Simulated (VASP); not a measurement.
# SiNi3 (Pm-3m) in VASP: further runs

The runs below take SiNi3 through single point, with PBE.

Everything below comes from runs of VASP 6.6.1. Logs are shortened: lines on timing, memory, paths and dates and some standing lists are left out, and cuts for length are marked.

### Step 1. The cell of the first run

The structure is cubic, space group Pm-3m (No. 221). Conventional cell: a = 3.664 Å, b = 3.664 Å, c = 3.664 Å, α = 90.00°, β = 90.00°, γ = 90.00°. Within 3.4 Å of Si (site symmetry m-3m) lie 12 Ni at 2.59 Å. Ni (site symmetry 4/mmm) has 4 Si at 2.59 Å and 8 Ni at 2.59 Å within 3.4 Å.

### Step 2. Single point, PBE (equal strain along all axes, cell held: +4.5 %)

The input, INCAR:

```
PREC = Accurate
ENCUT = 520
EDIFF = 1E-6
ISMEAR = 0
SIGMA = 0.1
LREAL = F
LASPH = T
NELM = 60
ALGO = Fast
ISIF = 2
LWAVE = F
LCHARG = F
GGA = PE
NBANDS = 25
```

The input, KPOINTS:

```
Automatic mesh
0
Gamma
  14 14 14
```

The input, POSCAR:

```
SiNi3
1.0
    3.6640413324      0.0000000000      0.0000000000
    0.0000000000      3.6640413324      0.0000000000
    0.0000000000      0.0000000000      3.6640413324
Si Ni
1 3
Direct
    0.0000000000      0.0000000000      0.0000000000
    0.0000000000      0.5000000000      0.5000000000
    0.5000000000      0.0000000000      0.5000000000
    0.5000000000      0.5000000000      0.0000000000
```

Potentials or basis: VASP PAW PBE potentials, release 64 (Si, Ni).

The run is started by

```
cat potpaw_PBE.64/Si/POTCAR potpaw_PBE.64/Ni/POTCAR > POTCAR
mpirun -np 1 vasp_std > vasp.out
```

OUTCAR:

```text
PREC = Accurate
   ENCUT = 520
   EDIFF = 1E-6
   ISMEAR = 0
   LREAL = F
   LASPH = T
   NELM = 60
   ISIF = 2
   GGA = PE

 ion  position               nearest neighbor table
   1  0.000  0.000  0.000-   2 2.59   3 2.59   4 2.59   2 2.59   3 2.59   2 2.59   4 2.59   2 2.59
                             3 2.59   4 2.59   3 2.59   4 2.59
   2  0.000  0.500  0.500-   1 2.59   3 2.59   4 2.59   1 2.59   4 2.59   1 2.59   3 2.59   1 2.59
                             3 2.59   4 2.59   4 2.59   3 2.59
   3  0.500  0.000  0.500-   1 2.59   2 2.59   4 2.59   1 2.59   4 2.59   2 2.59   4 2.59   4 2.59
                             1 2.59   2 2.59   1 2.59   2 2.59
   4  0.500  0.500  0.000-   1 2.59   2 2.59   3 2.59   2 2.59   3 2.59   1 2.59   3 2.59   3 2.59
                             1 2.59   2 2.59   2 2.59   1 2.59

  LATTYP: Found a simple cubic cell.
 ALAT       =     3.6640413324

  Lattice vectors:

 A1 = (   3.6640413324,   0.0000000000,   0.0000000000)
 A2 = (   0.0000000000,   3.6640413324,   0.0000000000)
 A3 = (   0.0000000000,   0.0000000000,   3.6640413324)

Analysis of symmetry for initial positions (statically):
=====================================================================
 Subroutine PRICEL returns:
 Original cell was already a primitive cell.

 Routine SETGRP: Setting up the symmetry group for a
 simple cubic supercell.

 Subroutine GETGRP returns: Found 48 space group operations
 (whereof 48 operations were pure point group operations)
 out of a pool of 48 trial point group operations.

The static configuration has the point symmetry O_h .

Analysis of symmetry for dynamics (positions and initial velocities):
=====================================================================
 Subroutine PRICEL returns:
 Original cell was already a primitive cell.

 Routine SETGRP: Setting up the symmetry group for a
 simple cubic supercell.

 Subroutine GETGRP returns: Found 48 space group operations
 (whereof 48 operations were pure point group operations)
 out of a pool of 48 trial point group operations.

The dynamic configuration has the point symmetry O_h .

 Subroutine INISYM returns: Found 48 space group operations
 (whereof 48 operations are pure point group operations),
 and found     1 'primitive' translations

----------------------------------------------------------------------------------------

                                     Primitive cell

  volume of cell :      49.1905

  direct lattice vectors                    reciprocal lattice vectors
     3.664041332  0.000000000  0.000000000     0.272922685  0.000000000  0.000000000
     0.000000000  3.664041332  0.000000000     0.000000000  0.272922685  0.000000000
     0.000000000  0.000000000  3.664041332     0.000000000  0.000000000  0.272922685

  length of vectors
     3.664041332  3.664041332  3.664041332     0.272922685  0.272922685  0.272922685

  position of ions in fractional coordinates (direct lattice)
     0.000000000  0.000000000  0.000000000
     0.000000000  0.500000000  0.500000000
     0.500000000  0.000000000  0.500000000
     0.500000000  0.500000000  0.000000000

  ion indices of the primitive-cell ions
   primitive index   ion index
                 1           1
                 2           2
                 3           3
                 4           4

----------------------------------------------------------------------------------------

 KPOINTS: Automatic mesh

Automatic generation of k-mesh.
 Grid dimensions read from file:
 generate k-points for:   14   14   14

 Generating k-lattice:

  Cartesian coordinates                     Fractional coordinates (reciprocal lattice)
     0.019494478  0.000000000  0.000000000     0.071428571  0.000000000  0.000000000
     0.000000000  0.019494478  0.000000000     0.000000000  0.071428571  0.000000000
     0.000000000  0.000000000  0.019494478     0.000000000  0.000000000  0.071428571

  Length of vectors
     0.019494478  0.019494478  0.019494478

  Shift w.r.t. Gamma in fractional coordinates (k-lattice)
     0.000000000  0.000000000  0.000000000

 Subroutine IBZKPT returns following result:
 ===========================================

 Found    120 irreducible k-points:

 Following reciprocal coordinates:
            Coordinates               Weight
  0.000000  0.000000  0.000000      1.000000
  0.071429  0.000000  0.000000      6.000000
  0.142857  0.000000  0.000000      6.000000
  0.214286  0.000000  0.000000      6.000000
  0.285714  0.000000  0.000000      6.000000
  0.357143  0.000000  0.000000      6.000000
[... 16 lines left out ...]
  0.285714  0.214286  0.000000     24.000000
  0.357143  0.214286  0.000000     24.000000
 [... further k-points ...]
   k-points           NKPTS =    120   k-points in BZ     NKDIM =    120   number of bands    NBANDS=     25
   number of dos      NEDOS =    301   number of ions     NIONS =      4
   total plane-waves  NPLWV =  21952
   dimension x,y,z NGX =    28 NGY =   28 NGZ =   28
   dimension x,y,z NGXF=    56 NGYF=   56 NGZF=   56
   ions per type =               1   3
   NGX,Y,Z   is equivalent  to a cutoff of  12.70, 12.70, 12.70 a.u.
   NGXF,Y,Z  is equivalent  to a cutoff of  25.41, 25.41, 25.41 a.u.
 SYSTEM =  unknown system
   PREC   = accura    normal or accurate (medium, high low for compatibility)
   ISTART =      0    job   : 0-new  1-cont  2-samecut
   ICHARG =      2    charge: 1-file 2-atom 10-const
   ISPIN  =      1    spin polarized calculation?
   LNONCOLLINEAR =      F non collinear calculations
   LSORBIT =      F    spin-orbit coupling
   LASPH  =      T    aspherical Exc in radial PAW
   ENCUT  =  520.0 eV  38.22 Ry    6.18 a.u.   6.81  6.81  6.81*2*pi/ulx,y,z
   NELM   =     60;   NELMIN=  2; NELMDL= -5     # of ELM steps
   EDIFF  = 0.1E-05   stopping-criterion for ELM
   LREAL  =      F    real-space projection
   EDIFFG = 0.1E-04   stopping-criterion for IOM
   NSW    =      0    number of steps for IOM
   IBRION =     -1    ionic relax: 0-MD 1-quasi-New 2-CG
   NFREE  =      0    steps in history (QN), initial steepest desc. (CG)
   ISIF   =      2    stress and relaxation
   ISYM   =      2    0-nonsym 1-usesym 2-fastsym
   POTIM  = 0.5000    time-step for ionic-motion
   TEBEG  =    0.0;   TEEND  =   0.0 temperature during run
   PSTRESS=    0.0 pullay stress
   NELECT =      34.0000    total number of electrons
   NUPDOWN=      -1.0000    fix difference up-down
   EMIN   =  10.00;   EMAX   =-10.00  energy-range for DOS
   EFERMI =   0.00;   METHOD = LEGACY
   ISMEAR =     0;   SIGMA  =   0.10  broadening in eV -4-tet -1-fermi 0-gaus
   EFERMI_NEDOS =   21; number of points for ismear=-14 and -15
   IALGO  =     68    algorithm
   IMIX   =      4    mixing-type and parameters
     AMIX     =   0.40;   BMIX     =  1.00
     AMIX_MAG =   1.60;   BMIX_MAG =  1.00
  volume/ion in A,a.u.               =      12.30        82.99
  Fermi-wavevector in a.u.,A,eV,Ry     =   1.447463  2.735308 28.506230  2.095149
  Thomas-Fermi vector in A             =   2.565415
   LORBIT       =      0    0 simple, 1 ext, 2 COOP (PROOUT), +10 PAW based schemes
   GGA     = PE    functional components
   LHFCALC =     F    Hartree Fock is set to
   AEXX    =    0.0000 exact exchange contribution
   IVDW    =     0    specifies the selected vdW correction
   LEPSILON=     F    determine dielectric tensor
   LRPA    =     F    only Hartree local field effects (RPA)
 non-spin polarized calculation
 RMM-DIIS sequential band-by-band and
 Gauss-broadening in eV      SIGMA  =   0.10
  energy-cutoff  :      520.00
  volume of cell :       49.19
 maximum number of plane-waves:      1357
 NGX is ok and might be reduce to    28
   NGX = 13   NGY = 13   NGZ = 13

 number of electron      33.9999999 magnetization

 Free energy of the ion-electron system (eV)
  ---------------------------------------------------
  ext. energy  EPLUGINS =         0.00000000
  ---------------------------------------------------
  free energy    TOTEN  =       -23.24740491 eV

  energy without entropy =      -23.23610451  energy(sigma->0) =      -23.24175471

 E-fermi :   8.8000     XC(G=0): -12.3867

 val. band max:        8.7906056878   @ k =   0.0714   0.0714   0.0000
 cond. band min:       8.8146913379   @ k =   0.0000   0.0000   0.0000
 fundamental gap:      0.0240856501
 Fermi energy:         8.7999867483

 k-point     1 :       0.0000    0.0000    0.0000
  band No.  band energies     occupation
      1      -2.1326      2.00000
      2       4.6941      2.00000
      3       5.4746      2.00000
      4       5.4746      2.00000
      5       5.9038      2.00000
      6       5.9038      2.00000
[... 17 lines left out ...]
     24      18.4108      0.00000
     25      18.4108      0.00000

 k-point     2 :       0.0714    0.0000    0.0000
  band No.  band energies     occupation
      1      -2.0794      2.00000
      2       4.6998      2.00000
      3       5.3869      2.00000
      4       5.5109      2.00000
      5       5.8965      2.00000
      6       5.8965      2.00000
[... 17 lines left out ...]
     24      18.2441      0.00000
     25      18.2618      0.00000

 k-point     3 :       0.1429    0.0000    0.0000
  band No.  band energies     occupation
      1      -1.9213      2.00000
      2       4.6311      2.00000
      3       5.1841      2.00000
      4       5.6168      2.00000
      5       5.8723      2.00000
      6       5.8723      2.00000
[... 17 lines left out ...]
     24      17.6827      0.00000
     25      17.9387      0.00000

 k-point     4 :       0.2143    0.0000    0.0000
  band No.  band energies     occupation
      1      -1.6641      2.00000
      2       4.1983      2.00000
      3       5.1524      2.00000
      4       5.7828      2.00000
      5       5.8280      2.00000
      6       5.8280      2.00000
[... 17 lines left out ...]
     24      16.8211      0.00000
     25      17.8502      0.00000

 k-point     5 :       0.2857    0.0000    0.0000
  band No.  band energies     occupation
      1      -1.3207      2.00000
      2       3.5023      2.00000
      3       5.2776      2.00000
      4       5.7679      2.00000
      5       5.7679      2.00000
      6       5.9914      2.00000
[... 17 lines left out ...]
     24      16.0774      0.00000
     25      18.6670      0.00000

 k-point     6 :       0.3571    0.0000    0.0000
  band No.  band energies     occupation
      1      -0.9203      2.00000
      2       2.7737      2.00000
      3       5.4343      2.00000
      4       5.7066      2.00000
      5       5.7066      2.00000
      6       6.1900      2.00000
[... 17 lines left out ...]
     24      15.8549      0.00000
     25      18.6851      0.00000
[... 393 lines left out ...]
 k-point    21 :       0.5000    0.1429    0.0000
  band No.  band energies     occupation
      1      -0.1893      2.00000
      2       2.1161      2.00000
      3       5.2979      2.00000
      4       5.6078      2.00000
      5       5.6958      2.00000
      6       6.3170      2.00000
[... 17 lines left out ...]
     24      16.5476      0.00000
     25      19.5314      0.00000

 k-point    22 :       0.2143    0.2143    0.0000
  band No.  band energies     occupation
      1      -1.2127      2.00000
      2       4.3546      2.00000
      3       4.6054      2.00000
      4       5.5315      2.00000
      5       5.7065      2.00000
      6       5.9933      2.00000
[... 17 lines left out ...]
     24      17.0118      0.00000
     25      18.0799      0.00000

 k-point    23 :       0.2857    0.2143    0.0000
  band No.  band energies     occupation
      1      -0.8839      2.00000
      2       3.8077      2.00000
      3       4.6537      2.00000
      4       5.6142      2.00000
      5       5.6559      2.00000
      6       6.0959      2.00000
[... 17 lines left out ...]
     24      17.2226      0.00000
     25      18.0239      0.00000

 k-point    24 :       0.3571    0.2143    0.0000
  band No.  band energies     occupation
      1      -0.5044      2.00000
      2       3.1399      2.00000
      3       4.7869      2.00000
      4       5.6112      2.00000
      5       5.6960      2.00000
      6       6.2552      2.00000
[... 17 lines left out ...]
     24      17.2193      0.00000
     25      18.3253      0.00000

 [... further k-points ...]
[... 5 lines left out ...]
  --------------------------------------------------------------------------------------
  -------------------------------------------------------------------------------------
  Total       -6.2277040     -6.2277040     -6.2277040      0.0000000     -0.0000000      0.0000000
  in kB     -202.8417990   -202.8417990   -202.8417990      0.0000000     -0.0000000      0.0000000
  external PRESSURE =    -202.8417990 kB  Pullay stress =       0.0000000 kB

 VOLUME and BASIS-vectors are now :
 -----------------------------------------------------------------------------
  energy-cutoff  :      520.00
  volume of cell :       49.19
      direct lattice vectors                 reciprocal lattice vectors
     3.664041332  0.000000000  0.000000000     0.272922685  0.000000000  0.000000000
     0.000000000  3.664041332  0.000000000     0.000000000  0.272922685  0.000000000
     0.000000000  0.000000000  3.664041332     0.000000000  0.000000000  0.272922685

 POSITION                                       TOTAL-FORCE (eV/Angst)
 -----------------------------------------------------------------------------------
      0.00000      0.00000      0.00000         0.000000      0.000000      0.000000
      0.00000      1.83202      1.83202         0.000000      0.000000      0.000000
      1.83202      0.00000      1.83202         0.000000      0.000000      0.000000
      1.83202      1.83202      0.00000         0.000000      0.000000      0.000000
 -----------------------------------------------------------------------------------
    total drift:                                0.000000      0.000000      0.000000

  FREE ENERGIE OF THE ION-ELECTRON SYSTEM (eV)
  ---------------------------------------------------
  free  energy   TOTEN  =       -23.2474049088 eV

  energy  without entropy=      -23.2361045051  energy(sigma->0) =      -23.24175471
```

It took 56 s on 1 thread of Intel Xeon 6975P-C (Granite Rapids), shared host; peak memory 0.24 GiB.

Results:

| Item | Value |
| --- | --- |
| Free energy | -23.2474 eV |
| Pressure | -20.3 GPa |
| Band gap on the k mesh | zero (band 17 reaches 8.82 eV, above the bottom of band 18 at 8.62 eV) |

Levels at points of the mesh, in eV from the Fermi level:
| k point | band 14 | band 15 | band 16 | band 17 | band 18 | band 19 | band 20 | band 21 |
| --- | --- | --- | --- | --- | --- | --- | --- | --- |
| (0.00, 0.00, 0.00) | -0.52 | -0.52 | -0.26 | 0.01 | 0.01 | 0.01 | 3.66 | 5.73 |
| (0.50, 0.00, 0.00) | -1.06 | -0.94 | -0.46 | 0.02 | 3.12 | 3.12 | 4.24 | 4.98 |
| (0.50, 0.50, 0.00) | -1.16 | -0.92 | -0.84 | -0.78 | 0.53 | 0.53 | 4.82 | 5.71 |
| (0.50, 0.50, 0.50) | -1.02 | -1.02 | -0.18 | -0.18 | -0.18 | -0.13 | 0.70 | 3.48 |

Caveat: the cell differs from its parent crystal (equal strain along all axes, cell held: +4.5 %).

(Part 1 of 2 ends here.)
